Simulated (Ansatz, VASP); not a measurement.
# Li in VASP and in Ansatz

The input POSCAR:

```
Li
1.0
   -1.7546500000      1.7546500000      1.7546500000
    1.7546500000     -1.7546500000      1.7546500000
    1.7546500000      1.7546500000     -1.7546500000
Li
1
Direct
    0.0000000000      0.0000000000      0.0000000000
```

Contents of INCAR.step1:

```
ALGO = Normal
EDIFF = 1E-5
ENCUT = 600
GGA = PE
ISMEAR = -1
LASPH = T
LCHARG = F
LREAL = F
LWAVE = T
NBANDS = 8
NELM = 80
PREC = Accurate
SIGMA = 0.05
```

INCAR.step2

```
AEXX = 1.0
AGGAC = 0.0
ALDAC = 0.0
ALGO = Normal
EDIFF = 1E-6
EDIFFG = -0.01
ENCUT = 600
GGA = PE
IBRION = 2
ISIF = 3
ISMEAR = -1
ISTART = 1
LASPH = T
LCHARG = F
LHFCALC = T
LREAL = F
LWAVE = F
NELM = 80
NSW = 60
PREC = Accurate
PRECFOCK = Normal
SIGMA = 0.05
```

The input KPOINTS:

```
k-points
0
Gamma
  6 6 6
```

Contents of input.yaml:

```yaml
crystal:
  lattice:
    - [-1.75465, 1.75465, 1.75465]
    - [1.75465, -1.75465, 1.75465]
    - [1.75465, 1.75465, -1.75465]
  atoms:
    - { symbol: Li, position: [0.0, 0.0, 0.0] }
hamiltonian:
  xc: hf
  pseudopotentials: { kind: paw }
kpoints:
  mp_grid: { grid: [6, 6, 6] }
scf:
  occupations: { method: fermi_dirac, width: 0.05 }
output:
  forces: true
  stress: true
relax:
  f_tol: 0.01
  max_steps: 40
  cell: { stress_tol: 0.05 }
```

Alike in both runs: task relaxation of cell and atoms; functional HF; k mesh 6 × 6 × 6; occupations fermi-dirac, width 0.05 eV; no spin polarisation.

|  | VASP | Ansatz |
| --- | --- | --- |
| version | VASP 6.6.1 | Ansatz 0.2.0 |
| potentials or method | VASP PAW PBE potentials, release 64 (Li_sv) | Ansatz PAW |
| plane-wave cutoff (eV) | 600 | 420 |
| valence electrons in the cell | 3 | 3 |

Ansatz gave:

| Item | Value |
| --- | --- |
| gap on the k mesh at the Fermi level, each at its own relaxed structure (eV) | none |
| relaxed volume (Å³/atom) | 25.84 |
| relaxed length of the cell vector where the two differ most in proportion (Å) | 3.226 |

Estimate VASP's values.

gap on the k mesh at the Fermi level, each at its own relaxed structure (eV): none; relaxed volume (Å³/atom): 24.89; relaxed length of the cell vector where the two differ most in proportion (Å): 3.186.

VASP's potentials were made for PBE, not for HF. A gap of «none» marks a metal or a gap that the smearing closes.

The k mesh is coarse, so the values compare programs but aren't converged. Noted on VASP's run: the cutoff is under 1.25 times that of the potentials, so the pressure is a little rough; the volume moved by over 15 % at a fixed basis, so the end points are rough. Noted on Ansatz's run: the potentials were made for another functional, which shifts forces and pressure; the volume moved by over 15 % at a fixed basis, so the end points are rough; the plane-wave basis is chosen anew once the cell has moved, so the energies of steps on either side of that aren't comparable.
